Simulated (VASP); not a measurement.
Crystal: Be4AlCr.

```xyz
6
Lattice="0.0000 3.0856 3.0856 3.0856 0.0000 3.0856 3.0856 3.0856 0.0000" Properties=species:S:1:pos:R:3 pbc="T T T"
Be    2.3043    2.3043    2.3043
Be    2.3043    3.8669    3.8669
Be    3.8669    3.8669    2.3043
Be    3.8669    2.3043    3.8669
Al    4.6284    4.6284    4.6284
Cr    0.0000    0.0000    0.0000
```

Base run:

| Quantity | Value |
| --- | --- |
| Program | VASP 6.6.1 |
| Functional | PBEsol |
| Potentials or basis | VASP PAW PBE potentials, release 64 (Be, Al, Cr_pv) |
| Cutoff | 520 eV |
| k mesh | 6 × 6 × 6 |
| Occupations | fermi-dirac, width 0.1 eV |
| Spin | collinear spin, ferromagnetic start |
| Starting moments | [0.0, 0.0, 0.0, 0.0, 0.0, 2.1] μB |

Its results: pressure -2.4 GPa; net moment 2.95 μB per cell; site moments Be +0.00; Al +0.00; Cr +2.54 μB; largest force 0.007 eV/Å.

The run is repeated on the same cell with these changes: functional from PBEsol to BLYP. What comes out?

Pressure 1.7 GPa; net moment 2.90 μB per cell; site moments Be +0.00; Al +0.01; Cr +2.52 μB; largest force 0.037 eV/Å.

BLYP binds less tightly than PBEsol, so the same cell stands under more pressure.

Caveats: the PAW data sets were made with another functional, which shifts forces and pressure a little.
